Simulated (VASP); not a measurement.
# Li2Y2Sn (P6/mmm) in VASP: notebook

Runs on Li2Y2Sn. Level: PBE. Tasks: single point, relaxation of cell and atoms.

Everything below comes from runs of VASP 6.6.1. Logs are shortened: lines on timing, memory, paths and dates and some standing lists are left out, and cuts for length are marked.

## Step 1: The cell of the first run

The structure is hexagonal, space group P6/mmm (No. 191). The conventional cell has a = 4.455 Å, b = 4.455 Å, c = 9.087 Å, α = 90.00°, β = 90.00°, γ = 120.00°. Li (site symmetry -6m2) has 3 Li at 2.57 Å and 3 Sn at 2.57 Å within 3.4 Å. Within 3.9 Å of Y (site symmetry 6mm) lie 1 Sn at 2.90 Å and 1 Y at 3.29 Å and 6 Li at 3.88 Å. Sn (site symmetry 6/mmm) has 6 Li at 2.57 Å and 2 Y at 2.90 Å within 3.4 Å.

The cell was generated, and may not be a known phase.

## Step 2: Single point, PBE

INCAR reads:

```
SYSTEM = Li2Y2Sn
PREC     = Accurate       ! precision mode
ENCUT    = 520            ! plane-wave cutoff, eV
EDIFF    = 1E-7           ! SCF threshold, eV
ISMEAR   = 0              ! smearing method
SIGMA    = 0.2            ! smearing width, eV
LREAL    = .FALSE.        ! projectors in reciprocal space
LASPH    = .TRUE.         ! aspherical terms in the spheres
NELM     = 80             ! most SCF steps
ALGO     = Normal         ! electronic algorithm
ISIF     = 2              ! what is computed and relaxed
LWAVE    = .FALSE.        ! write WAVECAR
LCHARG   = .FALSE.        ! write CHGCAR
GGA      = PE             ! functional
NBANDS   = 29             ! bands
```

KPOINTS reads:

```
Automatic mesh
0
G
  5 5 2
  0 0 0
```

POSCAR reads:

```
Li2Y2Sn
1.0
    4.4553027238      0.0000000000      0.0000000000
   -2.2276513619      3.8584053404      0.0000000000
    0.0000000000      0.0000000000      9.0870592647
Li Y Sn
2 2 1
Direct
    0.3333333333      0.6666666667      0.0000000000
    0.6666666667      0.3333333333      0.0000000000
    0.0000000000      0.0000000000      0.3191612360
    0.0000000000      0.0000000000      0.6808387640
    0.0000000000      0.0000000000      0.0000000000
```

Potentials or basis: VASP PAW PBE potentials, release 64 (Li_sv, Y_sv, Sn_d).

Started as:

```console
$ cat potpaw_PBE.64/Li_sv/POTCAR potpaw_PBE.64/Y_sv/POTCAR potpaw_PBE.64/Sn_d/POTCAR > POTCAR
$ mpirun -np 1 vasp_std > vasp.out
```

OUTCAR:

```text
SYSTEM = Li2Y2Sn
   PREC = Accurate
   ENCUT = 520
   EDIFF = 1E-7
   ISMEAR = 0
   LREAL = .FALSE.
   LASPH = .TRUE.
   NELM = 80
   ISIF = 2
   GGA = PE

 ion  position               nearest neighbor table
   1  0.333  0.667  0.000-   5 2.57   2 2.57   2 2.57   5 2.57   5 2.57   2 2.57
   2  0.667  0.333  0.000-   1 2.57   5 2.57   1 2.57   5 2.57   5 2.57   1 2.57
   3  0.000  0.000  0.319-   5 2.90   4 3.29
   4  0.000  0.000  0.681-   5 2.90   3 3.29
   5  0.000  0.000  0.000-   1 2.57   2 2.57   2 2.57   1 2.57   2 2.57   1 2.57   3 2.90   4 2.90

  LATTYP: Found a hexagonal cell.
 ALAT       =     4.4553027238
 C/A-ratio  =     2.0396053485

  Lattice vectors:

 A1 = (   4.4553027238,   0.0000000000,   0.0000000000)
 A2 = (  -2.2276513619,   3.8584053404,   0.0000000000)
 A3 = (   0.0000000000,   0.0000000000,   9.0870592647)

Analysis of symmetry for initial positions (statically):
=====================================================================
 Subroutine PRICEL returns:
 Original cell was already a primitive cell.

 Routine SETGRP: Setting up the symmetry group for a
 hexagonal supercell.

 Subroutine GETGRP returns: Found 24 space group operations
 (whereof 24 operations were pure point group operations)
 out of a pool of 24 trial point group operations.

The static configuration has the point symmetry D_6h.

Analysis of symmetry for dynamics (positions and initial velocities):
=====================================================================
 Subroutine PRICEL returns:
 Original cell was already a primitive cell.

 Routine SETGRP: Setting up the symmetry group for a
 hexagonal supercell.

 Subroutine GETGRP returns: Found 24 space group operations
 (whereof 24 operations were pure point group operations)
 out of a pool of 24 trial point group operations.

The dynamic configuration has the point symmetry D_6h.

 Subroutine INISYM returns: Found 24 space group operations
 (whereof 24 operations are pure point group operations),
 and found     1 'primitive' translations

----------------------------------------------------------------------------------------

                                     Primitive cell

  volume of cell :     156.2099

  direct lattice vectors                    reciprocal lattice vectors
     4.455302724  0.000000000  0.000000000     0.224451639  0.129587214  0.000000000
    -2.227651362  3.858405340  0.000000000     0.000000000  0.259174429  0.000000000
     0.000000000  0.000000000  9.087059265     0.000000000  0.000000000  0.110046603

  length of vectors
     4.455302724  4.455302724  9.087059265     0.259174429  0.259174429  0.110046603

  position of ions in fractional coordinates (direct lattice)
     0.333333333  0.666666667  0.000000000
     0.666666667  0.333333333  0.000000000
     0.000000000  0.000000000  0.319161236
     0.000000000  0.000000000  0.680838764
     0.000000000  0.000000000  0.000000000

  ion indices of the primitive-cell ions
   primitive index   ion index
                 1           1
                 2           2
                 3           3
                 4           4
                 5           5

----------------------------------------------------------------------------------------

 KPOINTS: Automatic mesh

Automatic generation of k-mesh.
 Grid dimensions read from file:
 generate k-points for:    5    5    2

 Generating k-lattice:

  Cartesian coordinates                     Fractional coordinates (reciprocal lattice)
     0.044890328  0.025917443  0.000000000     0.200000000 -0.000000000  0.000000000
     0.000000000  0.051834886  0.000000000     0.000000000  0.200000000  0.000000000
     0.000000000  0.000000000  0.055023301     0.000000000  0.000000000  0.500000000

  Length of vectors
     0.051834886  0.051834886  0.055023301

  Shift w.r.t. Gamma in fractional coordinates (k-lattice)
     0.000000000  0.000000000  0.000000000

 Subroutine IBZKPT returns following result:
 ===========================================

 Found     10 irreducible k-points:

 Following reciprocal coordinates:
            Coordinates               Weight
  0.000000  0.000000  0.000000      1.000000
  0.200000 -0.000000  0.000000      6.000000
  0.400000 -0.000000  0.000000      6.000000
  0.200000  0.200000  0.000000      6.000000
  0.400000  0.200000  0.000000      6.000000
  0.000000  0.000000  0.500000      1.000000
  0.200000 -0.000000  0.500000      6.000000
  0.400000 -0.000000  0.500000      6.000000
  0.200000  0.200000  0.500000      6.000000
  0.400000  0.200000  0.500000      6.000000
   k-points           NKPTS =     10   k-points in BZ     NKDIM =     10   number of bands    NBANDS=     29
   number of dos      NEDOS =    301   number of ions     NIONS =      5
   total plane-waves  NPLWV =  90720
   dimension x,y,z NGX =    36 NGY =   36 NGZ =   70
   dimension x,y,z NGXF=    72 NGYF=   72 NGZF=  140
   ions per type =               2   2   1
   NGX,Y,Z   is equivalent  to a cutoff of  13.43, 13.43, 12.81 a.u.
   NGXF,Y,Z  is equivalent  to a cutoff of  26.87, 26.87, 25.61 a.u.
 SYSTEM =  Li2Y2Sn
   PREC   = accura    normal or accurate (medium, high low for compatibility)
   ISTART =      0    job   : 0-new  1-cont  2-samecut
   ICHARG =      2    charge: 1-file 2-atom 10-const
   ISPIN  =      1    spin polarized calculation?
   LNONCOLLINEAR =      F non collinear calculations
   LSORBIT =      F    spin-orbit coupling
   LASPH  =      T    aspherical Exc in radial PAW
   ENCUT  =  520.0 eV  38.22 Ry    6.18 a.u.   8.28  8.28 16.90*2*pi/ulx,y,z
   NELM   =     80;   NELMIN=  2; NELMDL= -5     # of ELM steps
   EDIFF  = 0.1E-06   stopping-criterion for ELM
   LREAL  =      F    real-space projection
   EDIFFG = 0.1E-05   stopping-criterion for IOM
   NSW    =      0    number of steps for IOM
   IBRION =     -1    ionic relax: 0-MD 1-quasi-New 2-CG
   NFREE  =      0    steps in history (QN), initial steepest desc. (CG)
   ISIF   =      2    stress and relaxation
   ISYM   =      2    0-nonsym 1-usesym 2-fastsym
   POTIM  = 0.5000    time-step for ionic-motion
   TEBEG  =    0.0;   TEEND  =   0.0 temperature during run
   PSTRESS=    0.0 pullay stress
   NELECT =      42.0000    total number of electrons
   NUPDOWN=      -1.0000    fix difference up-down
   EMIN   =  10.00;   EMAX   =-10.00  energy-range for DOS
   EFERMI =   0.00;   METHOD = LEGACY
   ISMEAR =     0;   SIGMA  =   0.20  broadening in eV -4-tet -1-fermi 0-gaus
   EFERMI_NEDOS =   21; number of points for ismear=-14 and -15
   IALGO  =     38    algorithm
   IMIX   =      4    mixing-type and parameters
     AMIX     =   0.40;   BMIX     =  1.00
     AMIX_MAG =   1.60;   BMIX_MAG =  1.00
  volume/ion in A,a.u.               =      31.24       210.83
  Fermi-wavevector in a.u.,A,eV,Ry     =   1.056627  1.996736 15.190375  1.116461
  Thomas-Fermi vector in A             =   2.191870
   LORBIT       =      0    0 simple, 1 ext, 2 COOP (PROOUT), +10 PAW based schemes
   GGA     = PE    functional components
   LHFCALC =     F    Hartree Fock is set to
   AEXX    =    0.0000 exact exchange contribution
   IVDW    =     0    specifies the selected vdW correction
   LEPSILON=     F    determine dielectric tensor
   LRPA    =     F    only Hartree local field effects (RPA)
 non-spin polarized calculation
 Gauss-broadening in eV      SIGMA  =   0.20
  energy-cutoff  :      520.00
  volume of cell :      156.21
 maximum number of plane-waves:      4226
 NGX is ok and might be reduce to    36
   NGX = 17   NGY = 17   NGZ = 33

 number of electron      42.0000012 magnetization

 Free energy of the ion-electron system (eV)
  ---------------------------------------------------
  ext. energy  EPLUGINS =         0.00000000
  ---------------------------------------------------
  free energy    TOTEN  =       -18.98632282 eV

  energy without entropy =      -18.85450993  energy(sigma->0) =      -18.92041637

 E-fermi :   2.3050     XC(G=0):  -8.1880

 val. band max:        2.2827971437   @ k =   0.2000  -0.0000   0.5000
 cond. band min:       2.3120650345   @ k =   0.2000  -0.0000   0.0000
 fundamental gap:      0.0292678907
 Fermi energy:         2.3049636520

 k-point     1 :       0.0000    0.0000    0.0000
  band No.  band energies     occupation
      1     -43.4593      2.00000
      2     -43.3981      2.00000
      3     -41.5296      2.00000
      4     -41.5000      2.00000
      5     -21.5825      2.00000
      6     -21.4763      2.00000
[... 21 lines left out ...]
     28       4.5783      0.00000
     29       4.9019      0.00000

 k-point     2 :       0.2000   -0.0000    0.0000
  band No.  band energies     occupation
      1     -43.4541      2.00000
      2     -43.4033      2.00000
      3     -41.5290      2.00000
      4     -41.4994      2.00000
      5     -21.5806      2.00000
      6     -21.4897      2.00000
[... 21 lines left out ...]
     28       4.3729      0.00000
     29       4.5087      0.00000

 k-point     3 :       0.4000   -0.0000    0.0000
  band No.  band energies     occupation
      1     -43.4420      2.00000
      2     -43.4153      2.00000
      3     -41.5280      2.00000
      4     -41.4984      2.00000
      5     -21.5775      2.00000
      6     -21.5112      2.00000
[... 21 lines left out ...]
     28       4.6929      0.00000
     29       4.7621      0.00000

 k-point     4 :       0.2000    0.2000    0.0000
  band No.  band energies     occupation
      1     -43.4450      2.00000
      2     -43.4123      2.00000
      3     -41.5281      2.00000
      4     -41.4986      2.00000
      5     -21.5781      2.00000
      6     -21.5037      2.00000
[... 149 lines left out ...]
     28       4.9845      0.00000
     29       5.2108      0.00000

 k-point     9 :       0.2000    0.2000    0.5000
  band No.  band energies     occupation
      1     -43.4450      2.00000
      2     -43.4123      2.00000
      3     -41.5280      2.00000
      4     -41.4988      2.00000
      5     -21.5506      2.00000
      6     -21.5048      2.00000
[... 21 lines left out ...]
     28       4.9858      0.00000
     29       5.3020      0.00000

 k-point    10 :       0.4000    0.2000    0.5000
  band No.  band energies     occupation
      1     -43.4348      2.00000
      2     -43.4224      2.00000
      3     -41.5274      2.00000
      4     -41.4983      2.00000
      5     -21.5490      2.00000
      6     -21.5115      2.00000
[... 21 lines left out ...]
     28       5.2136      0.00000
     29       5.2523      0.00000

------------------------ aborting loop because EDIFF is reached ----------------------------------------

  FORCE on cell =-STRESS in cart. coord.  units (eV):
  Direction    XX          YY          ZZ          XY          YZ          ZX
  --------------------------------------------------------------------------------------
  -------------------------------------------------------------------------------------
  Total        0.4987341      0.4987341      0.4884629      0.0000000      0.0000000      0.0000000
  in kB        5.1153015      5.1153015      5.0099544      0.0000000      0.0000000      0.0000000
  external PRESSURE =       5.0801858 kB  Pullay stress =       0.0000000 kB

 VOLUME and BASIS-vectors are now :
 -----------------------------------------------------------------------------
  energy-cutoff  :      520.00
  volume of cell :      156.21
      direct lattice vectors                 reciprocal lattice vectors
     4.455302724  0.000000000  0.000000000     0.224451639  0.129587214  0.000000000
    -2.227651362  3.858405340  0.000000000     0.000000000  0.259174429  0.000000000
     0.000000000  0.000000000  9.087059265     0.000000000  0.000000000  0.110046603

 POSITION                                       TOTAL-FORCE (eV/Angst)
 -----------------------------------------------------------------------------------
     -0.00000      2.57227      0.00000         0.000000      0.000000      0.000000
      2.22765      1.28614      0.00000        -0.000000     -0.000000      0.000000
      0.00000      0.00000      2.90024        -0.000000      0.000000     -0.017500
      0.00000      0.00000      6.18682        -0.000000     -0.000000      0.017500
      0.00000      0.00000      0.00000        -0.000000      0.000000      0.000000
 -----------------------------------------------------------------------------------
    total drift:                                0.000000      0.000000      0.000000

  FREE ENERGIE OF THE ION-ELECTRON SYSTEM (eV)
  ---------------------------------------------------
  free  energy   TOTEN  =       -18.9863228212 eV

  energy  without entropy=      -18.8545099260  energy(sigma->0) =      -18.92041637
```

Run time: 33 s. Hardware: 1 thread of Intel Xeon 6975P-C (Granite Rapids), shared host; peak memory 0.3 GiB.

What came out:

- Free energy: -18.9863 eV
- Largest force: 0.018 eV/Å
- Band gap on the k mesh: zero (bands 21 and 22 overlap by 0.38 eV)

Forces in eV/Å, atoms in the order of the input:
```
Li   0.000  0.000  0.000
Li   0.000  0.000  0.000
Y    0.000  0.000 -0.018
Y    0.000  0.000  0.018
Sn   0.000  0.000  0.000
```

Caveat: the cutoff is under 1.25 times the usual one of these potentials, so pressure, stress and relaxed cells hold a basis-set (Pulay) error; spin-orbit coupling is left out, which moves the levels of the heavy elements.

[end of part 1 of 2]

The gap in the log of VASP goes by the Fermi energy; the results here count the filled bands.